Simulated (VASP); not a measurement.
# Ti5Si (R32) in VASP: further runs

Runs on Ti5Si. Level: PBE. Tasks: single point.

Program: VASP 6.6.1. These are calculated values, not measurements. Logs are shortened: lines on timing, memory, paths and dates and some standing lists are left out, and cuts for length are marked.

## 1. The cell of the first run

Symmetry: R32, No. 155, trigonal system. The conventional cell has a = 5.301 Å, b = 5.301 Å, c = 13.315 Å, α = 90.00°, β = 90.00°, γ = 120.00°. Ti (site symmetry 3) has 12 Ti at 2.91 to 3.79 Å and 3 Si at 3.07 Å within 3.8 Å. Within 3.8 Å of Ti (site symmetry 2) lie 2 Si at 2.75 Å and 12 Ti at 2.82 to 3.79 Å. Si (site symmetry 32) has 12 Ti at 2.75 to 3.07 Å within 3.6 Å.

## 2. Single point, PBE (strain +0.050 along x and y, +0.000 along z)

Contents of INCAR:

```
SYSTEM = Ti5Si
PREC = Accurate ; ENCUT = 520
EDIFF = 1E-6 ; ISMEAR = 0
SIGMA = 0.15 ; LREAL = .FALSE.
LASPH = .TRUE. ; NELM = 100
ALGO = Fast ; ISIF = 2
LWAVE = .FALSE. ; LCHARG = .FALSE.
GGA = PE ; NBANDS = 41
```

Contents of KPOINTS:

```
Automatic mesh
0
G
  12 12 12
  0 0 0
```

Contents of POSCAR:

```
Ti5Si
1.0
    2.6504579585      1.5302426158      4.4383588902
   -2.6504579585      1.5302426158      4.4383588902
    0.0000000000     -3.0604852317      4.4383588902
Ti Si
5 1
Direct
    0.1513621527      0.1513621527      0.1513621527
    0.6045557547      0.3954442453      0.0000000000
    0.0000000000      0.6045557547      0.3954442453
    0.8486378473      0.8486378473      0.8486378473
    0.3954442453      1.0000000000      0.6045557547
    0.5000000000      0.5000000000      0.5000000000
```

Potentials or basis: VASP PAW PBE potentials, release 64 (Ti_sv, Si).

The run is started by

```console
> cat potpaw_PBE.64/Ti_sv/POTCAR potpaw_PBE.64/Si/POTCAR > POTCAR
> mpirun -np 1 vasp_std > vasp.out
```

OUTCAR:

```text
SYSTEM = Ti5Si
   PREC = Accurate
   ENCUT = 520
   EDIFF = 1E-6
   ISMEAR = 0
   LREAL = .FALSE.
   LASPH = .TRUE.
   NELM = 100
   ISIF = 2
   GGA = PE

 ion  position               nearest neighbor table
   1  0.151  0.151  0.151-   2 2.91   3 2.91   5 2.91   2 2.92   3 2.92   5 2.92
   2  0.605  0.395  0.000-   6 2.75   6 2.75   5 2.82   3 2.82   5 2.82   3 2.82   4 2.91   1 2.91
                             4 2.92   1 2.92
   3  0.000  0.605  0.395-   6 2.75   6 2.75   5 2.82   5 2.82   2 2.82   2 2.82   1 2.91   4 2.91
                             1 2.92   4 2.92
   4  0.849  0.849  0.849-   2 2.91   5 2.91   3 2.91   2 2.92   5 2.92   3 2.92
   5  0.395  0.000  0.605-   6 2.75   6 2.75   3 2.82   3 2.82   2 2.82   2 2.82   4 2.91   1 2.91
                             4 2.92   1 2.92
   6  0.500  0.500  0.500-   5 2.75   3 2.75   5 2.75   3 2.75   2 2.75   2 2.75

  LATTYP: Found a trigonal (rhomboedric) cell.
 ALAT       =     5.3912521265
 COS(alpha) =     0.5166156891

  Lattice vectors:

 A1 = (   2.6504579585,   1.5302426158,   4.4383588902)
 A2 = (  -2.6504579585,   1.5302426158,   4.4383588902)
 A3 = (   0.0000000000,  -3.0604852317,   4.4383588902)

Analysis of symmetry for initial positions (statically):
=====================================================================
 Subroutine PRICEL returns:
 Original cell was already a primitive cell.

 Routine SETGRP: Setting up the symmetry group for a
 trigonal (rhombohedral) supercell.

 Subroutine GETGRP returns: Found  6 space group operations
 (whereof  6 operations were pure point group operations)
 out of a pool of 12 trial point group operations.

The static configuration has the point symmetry D_3 .

Analysis of symmetry for dynamics (positions and initial velocities):
=====================================================================
 Subroutine PRICEL returns:
 Original cell was already a primitive cell.

 Routine SETGRP: Setting up the symmetry group for a
 trigonal (rhombohedral) supercell.

 Subroutine GETGRP returns: Found  6 space group operations
 (whereof  6 operations were pure point group operations)
 out of a pool of 12 trial point group operations.

The dynamic configuration has the point symmetry D_3 .

 Subroutine INISYM returns: Found  6 space group operations
 (whereof  6 operations are pure point group operations),
 and found     1 'primitive' translations

[... 106 lines left out ...]
   IBRION =     -1    ionic relax: 0-MD 1-quasi-New 2-CG
   NFREE  =      0    steps in history (QN), initial steepest desc. (CG)
   ISIF   =      2    stress and relaxation
   ISYM   =      2    0-nonsym 1-usesym 2-fastsym
   POTIM  = 0.5000    time-step for ionic-motion
   TEBEG  =    0.0;   TEEND  =   0.0 temperature during run
   PSTRESS=    0.0 pullay stress
   NELECT =      64.0000    total number of electrons
   NUPDOWN=      -1.0000    fix difference up-down
   EMIN   =  10.00;   EMAX   =-10.00  energy-range for DOS
   EFERMI =   0.00;   METHOD = LEGACY
   ISMEAR =     0;   SIGMA  =   0.15  broadening in eV -4-tet -1-fermi 0-gaus
   EFERMI_NEDOS =   21; number of points for ismear=-14 and -15
   IALGO  =     68    algorithm
   IMIX   =      4    mixing-type and parameters
     AMIX     =   0.40;   BMIX     =  1.00
     AMIX_MAG =   1.60;   BMIX_MAG =  1.00
  volume/ion in A,a.u.               =      18.00       121.48
  Fermi-wavevector in a.u.,A,eV,Ry     =   1.375044  2.598456 25.725153  1.890745
  Thomas-Fermi vector in A             =   2.500415
   LORBIT       =      0    0 simple, 1 ext, 2 COOP (PROOUT), +10 PAW based schemes
   GGA     = PE    functional components
   LHFCALC =     F    Hartree Fock is set to
   AEXX    =    0.0000 exact exchange contribution
   IVDW    =     0    specifies the selected vdW correction
   LEPSILON=     F    determine dielectric tensor
   LRPA    =     F    only Hartree local field effects (RPA)
 non-spin polarized calculation
 RMM-DIIS sequential band-by-band and
 Gauss-broadening in eV      SIGMA  =   0.15
  energy-cutoff  :      520.00
  volume of cell :      108.01
 maximum number of plane-waves:      2932
   NGX = 21   NGY = 21   NGZ = 21

 number of electron      64.0000003 magnetization

 Free energy of the ion-electron system (eV)
  ---------------------------------------------------
  ext. energy  EPLUGINS =         0.00000000
  ---------------------------------------------------
  free energy    TOTEN  =       -46.02349975 eV

  energy without entropy =      -45.95310000  energy(sigma->0) =      -45.98829987

 E-fermi :   7.7465     XC(G=0): -11.1432

 val. band max:        7.7462968252   @ k =   0.5000   0.4167  -0.0000
 cond. band min:       7.7467524122   @ k =   0.4167   0.3333   0.3333
 fundamental gap:      0.0004555870
 Fermi energy:         7.7464982875

 k-point     1 :       0.0000    0.0000    0.0000
  band No.  band energies     occupation
      1     -49.2211      2.00000
      2     -49.1792      2.00000
      3     -49.0317      2.00000
      4     -48.9575      2.00000
      5     -48.9575      2.00000
      6     -25.6138      2.00000
[... 1045 lines left out ...]
     40       9.2924      0.00000
     41       9.4743      0.00000

 [... further k-points ...]

------------------------ aborting loop because EDIFF is reached ----------------------------------------

  FORCE on cell =-STRESS in cart. coord.  units (eV):
  Direction    XX          YY          ZZ          XY          YZ          ZX
  --------------------------------------------------------------------------------------
  -------------------------------------------------------------------------------------
  Total       -7.2234440     -7.2234440     -4.7021072      0.0000000      0.0000000      0.0000000
  in kB     -107.1519334   -107.1519334    -69.7506456      0.0000000      0.0000000      0.0000000
  external PRESSURE =     -94.6848375 kB  Pullay stress =       0.0000000 kB

 VOLUME and BASIS-vectors are now :
 -----------------------------------------------------------------------------
  energy-cutoff  :      520.00
  volume of cell :      108.01
      direct lattice vectors                 reciprocal lattice vectors
     2.650457959  1.530242616  4.438358890     0.188646644  0.108915191  0.075102835
    -2.650457959  1.530242616  4.438358890    -0.188646644  0.108915191  0.075102835
     0.000000000 -3.060485232  4.438358890     0.000000000 -0.217830382  0.075102835

 POSITION                                       TOTAL-FORCE (eV/Angst)
 -----------------------------------------------------------------------------------
      0.00000     -0.00000      2.01540        -0.000000      0.000000     -0.045413
      0.55424      1.53024      4.43836        -0.146550     -0.000000     -0.000000
     -1.60235     -0.28513      4.43836         0.073275     -0.126916      0.000000
      0.00000     -0.00000     11.29968        -0.000000     -0.000000      0.045413
      1.04811     -1.24511      4.43836         0.073275      0.126916      0.000000
      0.00000     -0.00000      6.65754        -0.000000      0.000000      0.000000
 -----------------------------------------------------------------------------------
    total drift:                                0.000000      0.000000     -0.000000

  FREE ENERGIE OF THE ION-ELECTRON SYSTEM (eV)
  ---------------------------------------------------
  free  energy   TOTEN  =       -46.0234997533 eV

  energy  without entropy=      -45.9530999950  energy(sigma->0) =      -45.98829987
```

stdout:

```text
POSCAR found type information on POSCAR TiSi
 POSCAR found :  2 types and       6 ions
 scaLAPACK will be used
 LDA part: xc-table for (Slater+PW92), standard interpolation
 POSCAR, INCAR and KPOINTS ok, starting setup
 FFT: planning ... GRIDC
 FFT: planning ... GRID_SOFT
 FFT: planning ... GRID
 WAVECAR not read
 entering main loop
WARNING in EDDRMM: call to ZHEGV failed, returncode =   8  4     25
WARNING in EDDRMM: call to ZHEGV failed, returncode =   6  3     12
WARNING in EDDRMM: call to ZHEGV failed, returncode =   6  3      6
WARNING in EDDRMM: call to ZHEGV failed, returncode =   6  3     26
WARNING in EDDRMM: call to ZHEGV failed, returncode =   8  4     18
WARNING in EDDRMM: call to ZHEGV failed, returncode =   8  4     13
WARNING in EDDRMM: call to ZHEGV failed, returncode =   8  4     12
WARNING in EDDRMM: call to ZHEGV failed, returncode =   6  3     22
WARNING in EDDRMM: call to ZHEGV failed, returncode =   8  4      6
WARNING in EDDRMM: call to ZHEGV failed, returncode =   8  4     22
[... 40 lines left out ...]
WARNING in EDDRMM: call to ZHEGV failed, returncode =   6  3     15
WARNING in EDDRMM: call to ZHEGV failed, returncode =   6  3     15
WARNING in EDDRMM: call to ZHEGV failed, returncode =   8  4     14
WARNING in EDDRMM: call to ZHEGV failed, returncode =   8  4      8
WARNING in EDDRMM: call to ZHEGV failed, returncode =   8  4     17
WARNING in EDDRMM: call to ZHEGV failed, returncode =   6  3      6
WARNING in EDDRMM: call to ZHEGV failed, returncode =   6  3     11
WARNING in EDDRMM: call to ZHEGV failed, returncode =   8  4     17
WARNING in EDDRMM: call to ZHEGV failed, returncode =   8  4     13
WARNING in EDDRMM: call to ZHEGV failed, returncode =   8  4     15
```

Wall time 30 min (1 thread of Intel Xeon 6975P-C (Granite Rapids), shared host); peak memory 0.72 GiB.

Results:

```yaml
Free_energy: -46.0235 eV
Pressure: -9.5 GPa
Largest_force: 0.147 eV/Å
Band_gap_on_the_k_mesh: zero (bands 32 and 33 overlap by 0.39 eV)
```

Forces in eV/Å, atoms in the order of the input:
```
Ti   0.000  0.000 -0.045
Ti  -0.147  0.000  0.000
Ti   0.073 -0.127  0.000
Ti   0.000  0.000  0.045
Ti   0.073  0.127  0.000
Si   0.000  0.000  0.000
```

Levels at points of the mesh, in eV from the Fermi level:
```tsv
k point	band 29	band 30	band 31	band 32	band 33	band 34	band 35	band 36
(0.00, 0.00, 0.00)	-0.89	-0.89	-0.62	-0.20	0.01	0.01	0.93	0.93
(0.50, 0.00, 0.00)	-0.99	-0.66	-0.45	0.29	0.52	0.53	0.56	0.73
(0.50, 0.50, 0.00)	-1.16	-0.45	-0.44	-0.12	-0.03	0.59	0.77	0.83
(0.50, 0.50, 0.50)	-1.14	-0.64	-0.64	0.08	0.24	0.24	0.68	1.07
```

Caveat: the cell differs from its parent crystal (strain +0.050 along x and y, +0.000 along z); the cell stands under tension.

## 3. Single point, PBE (strain +0.000 along x and y, +0.050 along z)

Contents of INCAR:

```
SYSTEM = Ti5Si
PREC = Accurate
ENCUT = 520
EDIFF = 1E-6
ISMEAR = 0
SIGMA = 0.15
LREAL = .False.
LASPH = .True.
NELM = 60
ALGO = Fast
ISIF = 2
LWAVE = .False.
LCHARG = .False.
GGA = PE
NBANDS = 41
```

Contents of KPOINTS:

```
Automatic mesh
0
Gamma
  12 12 12
  0 0 0
```

POSCAR: that of step 2 with these lines changed.

```diff
@@ -2,5 +2,5 @@
 1.0
-    2.6504579585      1.5302426158      4.4383588902
-   -2.6504579585      1.5302426158      4.4383588902
-    0.0000000000     -3.0604852317      4.4383588902
+    2.5242456748      1.4573739198      4.6602768347
+   -2.5242456748      1.4573739198      4.6602768347
+    0.0000000000     -2.9147478397      4.6602768347
 Ti Si
```

Potentials or basis: VASP PAW PBE potentials, release 64 (Ti_sv, Si).

The run is started by

```console
> cat potpaw_PBE.64/Ti_sv/POTCAR potpaw_PBE.64/Si/POTCAR > POTCAR
> mpirun -np 1 vasp_std > vasp.out
```

It took 28 min on 1 thread of Intel Xeon 6975P-C (Granite Rapids), shared host; peak memory 0.69 GiB.

Results (log left out):

- Free energy: -46.2241 eV
- Pressure: -5.9 GPa
- Largest force: 0.215 eV/Å
- Band gap on the k mesh: zero (bands 32 and 33 overlap by 0.60 eV)

Forces on the atoms (eV/Å):
```
Ti   0.000  0.000  0.215
Ti  -0.001  0.000  0.000
Ti   0.000 -0.001  0.000
Ti   0.000  0.000 -0.215
Ti   0.000  0.001  0.000
Si   0.000  0.000  0.000
```

Stress tensor (GPa, compression positive):
```
 -3.65   0.00   0.00
  0.00  -3.65   0.00
  0.00   0.00 -10.55
```

Levels at points of the mesh, in eV from the Fermi level:
```tsv
k point	band 30	band 31	band 32	band 33	band 34	band 35
(0.00, 0.00, 0.00)	-0.80	-0.76	-0.10	-0.10	-0.09	1.00
(0.50, 0.00, 0.00)	-0.70	-0.55	0.42	0.48	0.50	0.59
(0.50, 0.50, 0.00)	-0.58	-0.31	-0.12	-0.07	0.43	0.71
(0.50, 0.50, 0.50)	-0.50	-0.50	-0.36	0.22	0.22	0.86
```

Caveat: the cell differs from its parent crystal (strain +0.000 along x and y, +0.050 along z); the stress differs along the axes, from -11 to -4 GPa.
